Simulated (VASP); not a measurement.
Wanted: the native input for a VASP 6.6.1 run.

```yaml
Task: single point
Functional: r2SCAN
Potentials_or_basis: VASP PAW PBE potentials, release 64 (Cs_sv)
Cutoff: 520 eV
k_mesh: 7 × 7 × 7
Occupations: fermi-dirac, width 0.1 eV
Spin: no spin polarisation
Dipole_correction: no
Further_INCAR_settings: ALGO = Normal; EDIFF = 1e-06; NBANDS = 10
```

Crystal: Cs.

```
Cs
1.0
     5.02555    0.00000    0.00000
     0.00000    5.02555    0.00000
     0.00000    0.00000    5.02555
Cs
1
Direct
  0.00000 0.00000 0.00000
```

This isn't the form of Cs at room conditions, which is bcc.

The input as run:

POSCAR

```
Cs
1.0
    5.0255531860      0.0000000000      0.0000000000
    0.0000000000      5.0255531860      0.0000000000
    0.0000000000      0.0000000000      5.0255531860
Cs
1
Direct
    0.0000000000      0.0000000000      0.0000000000
```

INCAR.step1

```
ALGO = Normal ; EDIFF = 1E-4
ENCUT = 520 ; GGA = PE
ISMEAR = -1 ; LASPH = T
LCHARG = F ; LREAL = F
LWAVE = T ; NBANDS = 10
NELM = 100 ; PREC = Accurate
SIGMA = 0.1
```

INCAR.step2

```
ALGO = Normal ; EDIFF = 1E-6
ENCUT = 520 ; ISIF = 2
ISMEAR = -1 ; ISTART = 1
LASPH = T ; LCHARG = F
LMIXTAU = T ; LREAL = F
LWAVE = F ; METAGGA = R2SCAN
NBANDS = 10 ; NELM = 100
PREC = Accurate ; SIGMA = 0.1
```

KPOINTS

```
k-points
0
Gamma
  7 7 7
```

Potentials or basis: VASP PAW PBE potentials, release 64 (Cs_sv).

Launch:

```bash
$ cat potpaw_PBE.64/Cs_sv/POTCAR > POTCAR
$ cp INCAR.step1 INCAR
$ mpirun -np 1 vasp_std > vasp.out
$ cp INCAR.step2 INCAR
$ mpirun -np 1 vasp_std > vasp.out
```

It gave:

* Pressure: 0.0 GPa
* Band gap on the k mesh: zero (an odd number of electrons rules out a gap without spin polarisation)

Caveat: the PAW data sets were made with another functional, which shifts forces and pressure a little; spin-orbit coupling is left out, which moves the levels of the heavy elements.

Run time: 100 s on 1 thread of Intel(R) Xeon(R) Platinum 8488C (Sapphire Rapids), on a shared host, peak memory 0.26 GiB.
